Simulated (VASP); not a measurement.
# Ir3C in VASP: notebook

Runs on Ir3C. Level: LDA. Tasks: single point.

All numbers are computed with VASP 6.6.1; they aren't measurements. Logs are shortened: lines on timing, memory, paths and dates and some standing lists are left out, and cuts for length are marked.

## 1. The cell of the first run

The cell holds a slab with vacuum, 4 atoms: a = 2.695 Å, b = 2.695 Å, c = 21.277 Å, α = 90.00°, β = 90.00°, γ = 120.00°.

## 2. Single point, LDA, collinear spin

Contents of INCAR:

```
SYSTEM = Ir3C
  PREC = Accurate
  ENCUT = 520
  EDIFF = 1E-6
  ISMEAR = 0
  SIGMA = 0.1
  LREAL = .FALSE.
  LASPH = .TRUE.
  NELM = 150
  ALGO = Normal
  ISIF = 2
  LWAVE = .FALSE.
  LCHARG = .FALSE.
  ISPIN = 2
  MAGMOM = 0 0 0 2
  LORBIT = 11
  LMAXMIX = 4
  LDIPOL = .TRUE.
  IDIPOL = 3
  DIPOL = 0.5 0.5 0.360
  GGA = CA
  NBANDS = 28
```

Contents of KPOINTS:

```
regular mesh
0
G
  12 12 1
  0 0 0
```

Contents of POSCAR:

```
Ir3C
1.0
    2.6946510889      0.0000000000      0.0000000000
   -1.3473255444      2.3336362973      0.0000000000
    0.0000000000      0.0000000000     21.2769546740
Ir C
3 1
Direct
    0.6666666667      0.3333333333      0.1879968286
    0.3333333333      0.6666666667      0.2885049938
    0.0000000000      0.0000000000      0.3890103072
    0.5555555556     -0.5555555556      0.5737171913
```

Potentials or basis: VASP PAW LDA potentials, release 64 (Ir, C).

Run with:

```bash
cat potpaw_LDA.64/Ir/POTCAR potpaw_LDA.64/C/POTCAR > POTCAR
mpirun -np 1 vasp_std > vasp.out
```

OUTCAR:

```text
SYSTEM = Ir3C
   PREC = Accurate
   ENCUT = 520
   EDIFF = 1E-6
   ISMEAR = 0
   LREAL = .FALSE.
   LASPH = .TRUE.
   NELM = 150
   ISIF = 2
   ISPIN = 2
   LORBIT = 11
   GGA = CA

 ion  position               nearest neighbor table
   1  0.667  0.333  0.188-   2 2.64   2 2.64   2 2.64
   2  0.333  0.667  0.289-   3 2.64   3 2.64   3 2.64   1 2.64   1 2.64   1 2.64
   3  0.000  0.000  0.389-   2 2.64   2 2.64   2 2.64
   4  0.556  0.444  0.574-

  LATTYP: Found a hexagonal cell.
 ALAT       =     2.6946510889
 C/A-ratio  =     7.8959961687

  Lattice vectors:

 A1 = (   2.6946510889,   0.0000000000,   0.0000000000)
 A2 = (  -1.3473255444,   2.3336362973,   0.0000000000)
 A3 = (   0.0000000000,   0.0000000000,  21.2769546740)

Analysis of symmetry for initial positions (statically):
=====================================================================
 Subroutine PRICEL returns:
 Original cell was already a primitive cell.

 Routine SETGRP: Setting up the symmetry group for a
 hexagonal supercell.

 Subroutine GETGRP returns: Found  2 space group operations
 (whereof  2 operations were pure point group operations)
 out of a pool of 24 trial point group operations.

The static configuration has the point symmetry C_1h.

Analysis of symmetry for dynamics (positions and initial velocities):
=====================================================================
 Subroutine PRICEL returns:
 Original cell was already a primitive cell.

 Routine SETGRP: Setting up the symmetry group for a
 hexagonal supercell.

 Subroutine GETGRP returns: Found  2 space group operations
 (whereof  2 operations were pure point group operations)
 out of a pool of 24 trial point group operations.

The dynamic configuration has the point symmetry C_1h.

Analysis of structural, dynamic, and magnetic symmetry:
=====================================================================
 Subroutine PRICEL returns:
 Original cell was already a primitive cell.

 Routine SETGRP: Setting up the symmetry group for a
 hexagonal supercell.

 Subroutine GETGRP returns: Found  2 space group operations
 (whereof  2 operations were pure point group operations)
 out of a pool of 24 trial point group operations.

The overall configuration has the point symmetry C_1h.

 Subroutine INISYM returns: Found  2 space group operations
 (whereof  2 operations are pure point group operations),
 and found     1 'primitive' translations

----------------------------------------------------------------------------------------

                                     Primitive cell

  volume of cell :     133.7966

  direct lattice vectors                    reciprocal lattice vectors
     2.694651089  0.000000000  0.000000000     0.371105559  0.214257895  0.000000000
    -1.347325544  2.333636297  0.000000000     0.000000000  0.428515789  0.000000000
     0.000000000  0.000000000 21.276954674     0.000000000  0.000000000  0.046999207

  length of vectors
     2.694651089  2.694651089 21.276954674     0.428515789  0.428515789  0.046999207

  position of ions in fractional coordinates (direct lattice)
     0.666666667  0.333333333  0.187996829
     0.333333333  0.666666667  0.288504994
     0.000000000  0.000000000  0.389010307
     0.555555556  0.444444444  0.573717191

  ion indices of the primitive-cell ions
   primitive index   ion index
                 1           1
                 2           2
                 3           3
                 4           4

----------------------------------------------------------------------------------------

 KPOINTS: regular mesh

Automatic generation of k-mesh.
 Grid dimensions read from file:
 generate k-points for:   12   12    1

 Generating k-lattice:

  Cartesian coordinates                     Fractional coordinates (reciprocal lattice)
     0.030925463  0.017854825  0.000000000     0.083333333 -0.000000000  0.000000000
     0.000000000  0.035709649  0.000000000     0.000000000  0.083333333  0.000000000
     0.000000000  0.000000000  0.046999207     0.000000000  0.000000000  1.000000000

  Length of vectors
     0.035709649  0.035709649  0.046999207

  Shift w.r.t. Gamma in fractional coordinates (k-lattice)
     0.000000000  0.000000000  0.000000000

 Subroutine IBZKPT returns following result:
 ===========================================

 Found     43 irreducible k-points:

 Following reciprocal coordinates:
            Coordinates               Weight
  0.000000  0.000000  0.000000      1.000000
  0.083333 -0.000000  0.000000      4.000000
 -0.083333  0.083333  0.000000      2.000000
  0.166667 -0.000000  0.000000      4.000000
 -0.166667  0.166667  0.000000      2.000000
  0.250000 -0.000000  0.000000      4.000000
[... 16 lines left out ...]
 -0.083333  0.416667  0.000000      4.000000
 -0.416667  0.333333  0.000000      4.000000
 [... further k-points ...]
   k-points           NKPTS =     43   k-points in BZ     NKDIM =     43   number of bands    NBANDS=     28
   number of dos      NEDOS =    301   number of ions     NIONS =      4
   total plane-waves  NPLWV =  64000
   dimension x,y,z NGX =    20 NGY =   20 NGZ =  160
   dimension x,y,z NGXF=    40 NGYF=   40 NGZF=  320
   ions per type =               3   1
   NGX,Y,Z   is equivalent  to a cutoff of  12.34, 12.34, 12.50 a.u.
   NGXF,Y,Z  is equivalent  to a cutoff of  24.68, 24.68, 25.00 a.u.
 SYSTEM =  Ir3C
   PREC   = accura    normal or accurate (medium, high low for compatibility)
   ISTART =      0    job   : 0-new  1-cont  2-samecut
   ICHARG =      2    charge: 1-file 2-atom 10-const
   ISPIN  =      2    spin polarized calculation?
   LNONCOLLINEAR =      F non collinear calculations
   LSORBIT =      F    spin-orbit coupling
   LASPH  =      T    aspherical Exc in radial PAW
   ENCUT  =  520.0 eV  38.22 Ry    6.18 a.u.   5.01  5.01 39.56*2*pi/ulx,y,z
   NELM   =    150;   NELMIN=  2; NELMDL= -5     # of ELM steps
   EDIFF  = 0.1E-05   stopping-criterion for ELM
   LREAL  =      F    real-space projection
   EDIFFG = 0.1E-04   stopping-criterion for IOM
   NSW    =      0    number of steps for IOM
   IBRION =     -1    ionic relax: 0-MD 1-quasi-New 2-CG
   NFREE  =      0    steps in history (QN), initial steepest desc. (CG)
   ISIF   =      2    stress and relaxation
   ISYM   =      2    0-nonsym 1-usesym 2-fastsym
   POTIM  = 0.5000    time-step for ionic-motion
   TEBEG  =    0.0;   TEEND  =   0.0 temperature during run
   PSTRESS=    0.0 pullay stress
   NELECT =      31.0000    total number of electrons
   NUPDOWN=      -1.0000    fix difference up-down
   EMIN   =  10.00;   EMAX   =-10.00  energy-range for DOS
   EFERMI =   0.00;   METHOD = LEGACY
   ISMEAR =     0;   SIGMA  =   0.10  broadening in eV -4-tet -1-fermi 0-gaus
   EFERMI_NEDOS =   21; number of points for ismear=-14 and -15
   IALGO  =     38    algorithm
   IMIX   =      4    mixing-type and parameters
     AMIX     =   0.40;   BMIX     =  1.00
     AMIX_MAG =   1.60;   BMIX_MAG =  1.00
  volume/ion in A,a.u.               =      33.45       225.73
  Fermi-wavevector in a.u.,A,eV,Ry     =   1.005496  1.900112 13.755791  1.011022
  Thomas-Fermi vector in A             =   2.138179
   LORBIT       =     11    0 simple, 1 ext, 2 COOP (PROOUT), +10 PAW based schemes
   GGA     = CA    functional components
   LHFCALC =     F    Hartree Fock is set to
   AEXX    =    0.0000 exact exchange contribution
   IVDW    =     0    specifies the selected vdW correction
   LEPSILON=     F    determine dielectric tensor
   LRPA    =     F    only Hartree local field effects (RPA)
 spin polarized calculation
 Gauss-broadening in eV      SIGMA  =   0.10
  energy-cutoff  :      520.00
  volume of cell :      133.80
 maximum number of plane-waves:      3675
   NGX =  9   NGY =  9   NGZ = 79

 dipolmoment           0.000000      0.000000     -0.050840 electrons x Angstroem

 number of electron      30.9999999 magnetization       0.0815031

 dipolmoment           0.000000      0.000000      0.022407 electrons x Angstroem

 Free energy of the ion-electron system (eV)
  ---------------------------------------------------
  ext. energy  EPLUGINS =         0.00000000
  ---------------------------------------------------
  free energy    TOTEN  =       -32.08613824 eV

  energy without entropy =      -32.05879681  energy(sigma->0) =      -32.07246753

 E-fermi :  -0.1376     XC(G=0):  -6.6638

 val. band max:       -0.1385493993   @ k =   0.4167   0.3333   0.0000
 cond. band min:      -0.1185679693   @ k =   0.1667   0.0833   0.0000
 fundamental gap:      0.0199814300
 Fermi energy:        -0.1376240991

 spin component 1

 k-point     1 :       0.0000    0.0000    0.0000
  band No.  band energies     occupation
      1     -10.6513      1.00000
      2     -10.4794      1.00000
      3      -8.4387      1.00000
      4      -8.2257      1.00000
      5      -4.2214      1.00000
      6      -4.2214      1.00000
[... 709 lines left out ...]
     26       9.4797      0.00000
     27      10.2386      0.00000

 [... further k-points ...]

 spin component 2

 k-point     1 :       0.0000    0.0000    0.0000
  band No.  band energies     occupation
      1     -10.6499      1.00000
      2     -10.3800      1.00000
      3      -8.4390      1.00000
      4      -8.2260      1.00000
      5      -4.2221      1.00000
      6      -4.2220      1.00000
[... 709 lines left out ...]
     26       9.4973      0.00000
     27      10.2463      0.00000

 [... further k-points ...]

 [bands above 27 left out]

------------------------ aborting loop because EDIFF is reached ----------------------------------------

 vacuum level on the upper side and lower side of the slab       (xc-potential included)         0.115        -0.469

  FORCE on cell =-STRESS in cart. coord.  units (eV):
  Direction    XX          YY          ZZ          XY          YZ          ZX
  --------------------------------------------------------------------------------------
  -------------------------------------------------------------------------------------
  Total       -7.0677574     -7.0788053     -0.3441135     -0.0095678     -0.0023918      0.0041427
  in kB      -84.6344226    -84.7667182     -4.1206626     -0.1145713     -0.0286413      0.0496082
  external PRESSURE =     -57.8406011 kB  Pullay stress =       0.0000000 kB

 VOLUME and BASIS-vectors are now :
 -----------------------------------------------------------------------------
  energy-cutoff  :      520.00
  volume of cell :      133.80
      direct lattice vectors                 reciprocal lattice vectors
     2.694651089  0.000000000  0.000000000     0.371105559  0.214257895  0.000000000
    -1.347325544  2.333636297  0.000000000     0.000000000  0.428515789  0.000000000
     0.000000000  0.000000000 21.276954674     0.000000000  0.000000000  0.046999207

 POSITION                                       TOTAL-FORCE (eV/Angst)
 -----------------------------------------------------------------------------------
      1.34733      0.77788      4.00000        -0.001941      0.001120     -0.146979
     -0.00000      1.55576      6.13851         0.001284     -0.000741      0.047105
      0.00000      0.00000      8.27695         0.001131     -0.000653      0.309433
      0.89822      1.03717     12.20695        -0.000475      0.000274     -0.209559
 -----------------------------------------------------------------------------------
    total drift:                                0.000144     -0.000083      0.000051

  FREE ENERGIE OF THE ION-ELECTRON SYSTEM (eV)
  ---------------------------------------------------
  free  energy   TOTEN  =       -32.0861382441 eV

  energy  without entropy=      -32.0587968116  energy(sigma->0) =      -32.07246753

 vacuum level on the upper side and lower side of the slab         6.033         5.436

 total charge

# of ion       s       p       d       tot
------------------------------------------
    1        0.688   0.620   6.968   8.276
    2        0.694   0.789   7.043   8.526
    3        0.684   0.616   6.968   8.267
    4        1.057   0.847   0.000   1.905
--------------------------------------------------
tot          3.123   2.872  20.978  26.974

 magnetization (x)

# of ion       s       p       d       tot
------------------------------------------
    1       -0.000  -0.000  -0.001  -0.002
    2        0.000  -0.000  -0.001  -0.001
    3       -0.000  -0.000  -0.001  -0.001
    4        0.003   0.042   0.000   0.045
--------------------------------------------------
tot          0.003   0.041  -0.003   0.041
```

It took 5.6 min on 1 thread of Intel Xeon 6975P-C (Granite Rapids), shared host; peak memory 0.37 GiB.

What came out:

| Property | Result |
| --- | --- |
| Free energy | -32.0861 eV |
| Largest force | 0.309 eV/Å |
| Net moment | 0.08 μB per cell |
| Site moments | Ir -0.00; C +0.04 μB |
| Valence electrons inside the program's atomic spheres | Ir 8.28, 8.53, 8.27; C 1.91 |

Forces in eV/Å, atoms in the order of the input:
```
Ir  -0.002  0.001 -0.147
Ir   0.001 -0.001  0.047
Ir   0.001 -0.001  0.309
C    0.000  0.000 -0.210
```

Levels at points of the mesh, in eV from the Fermi level:
Spin up:
| k point | band 12 | band 13 | band 14 | band 15 | band 16 | band 17 | band 18 | band 19 | band 20 | band 21 |
| --- | --- | --- | --- | --- | --- | --- | --- | --- | --- | --- |
| (0.00, 0.00, 0.00) | -3.03 | -1.82 | -1.16 | -1.16 | -0.81 | -0.36 | -0.36 | 0.60 | 0.80 | 0.80 |
| (0.50, 0.00, 0.00) | -1.19 | 0.41 | 0.60 | 0.83 | 0.95 | 1.13 | 1.60 | 1.70 | 2.39 | 3.34 |
| (0.50, 0.50, 0.00) | -1.18 | 0.37 | 0.60 | 0.93 | 0.95 | 1.05 | 1.60 | 1.70 | 2.39 | 3.35 |
Spin down:
```csv
k point,band 13,band 14,band 15,band 16,band 17,band 18
"(0.00, 0.00, 0.00)",-1.77,-1.16,-1.16,-0.78,-0.36,-0.36
"(0.50, 0.00, 0.00)",0.41,0.60,0.90,0.95,1.17,1.60
"(0.50, 0.50, 0.00)",0.38,0.60,0.95,1.03,1.05,1.60
```

Caveat: spin-orbit coupling is left out, which moves the levels of the heavy elements.

## 3. Single point, LDA, collinear spin

Contents of INCAR:

```
ALGO = Normal ; DIPOL = 0.5 0.5 0.336
EDIFF = 1E-6 ; ENCUT = 520
GGA = CA ; IDIPOL = 3
ISIF = 2 ; ISMEAR = 0
ISPIN = 2 ; LASPH = T
LCHARG = F ; LDIPOL = T
LMAXMIX = 4 ; LORBIT = 11
LREAL = F ; LWAVE = F
MAGMOM = 0 0 0 2 ; NBANDS = 28
NELM = 150 ; PREC = Accurate
SIGMA = 0.1
```

Contents of KPOINTS:

```
k-points
0
Gamma
  12 12 1
```

Changes to POSCAR since step 2:

```diff
@@ -11,2 +11,2 @@
     0.0000000000      0.0000000000      0.3890103072
-    0.5555555556     -0.5555555556      0.5737171913
+    0.7777777778     -0.7777777778      0.4787787928
```

Potentials or basis: VASP PAW LDA potentials, release 64 (Ir, C).

Run with:

```bash
cat potpaw_LDA.64/Ir/POTCAR potpaw_LDA.64/C/POTCAR > POTCAR
mpirun -np 1 vasp_std > vasp.out
```

Run time: 4.2 min. Hardware: 1 thread of Intel Xeon 6975P-C (Granite Rapids), shared host; peak memory 0.38 GiB.

Results (log left out):

```yaml
Free_energy: -34.8792 eV
Largest_force: 3.741 eV/Å
Net_moment: 0.00 μB per cell
Valence_electrons_inside_the_program's_atomic_spheres: Ir 8.27, 8.56, 8.47; C 2.00
```

Forces in eV/Å, atoms in the order of the input:
```
Ir   0.144 -0.083 -0.334
Ir   0.124 -0.072 -0.653
Ir  -0.510  0.295  3.695
C    0.242 -0.140 -2.708
```

Levels at points of the mesh, in eV from the Fermi level:
Spin up:
```
           k point  band 13  band 14  band 15  band 16  band 17  band 18
(0.00, 0.00, 0.00)    -2.27    -1.32    -1.32    -0.73    -0.63    -0.20
(0.50, 0.00, 0.00)     0.02     0.43     0.92     1.17     1.26     1.63
(0.50, 0.50, 0.00)     0.27     0.27     0.89     0.93     1.22     1.62
```
Spin down:
```csv
k point,band 13,band 14,band 15,band 16,band 17,band 18
"(0.00, 0.00, 0.00)",-2.27,-1.32,-1.32,-0.73,-0.63,-0.20
"(0.50, 0.00, 0.00)",0.02,0.43,0.92,1.17,1.26,1.63
"(0.50, 0.50, 0.00)",0.27,0.27,0.89,0.93,1.22,1.62
```

Caveat: spin-orbit coupling is left out, which moves the levels of the heavy elements.
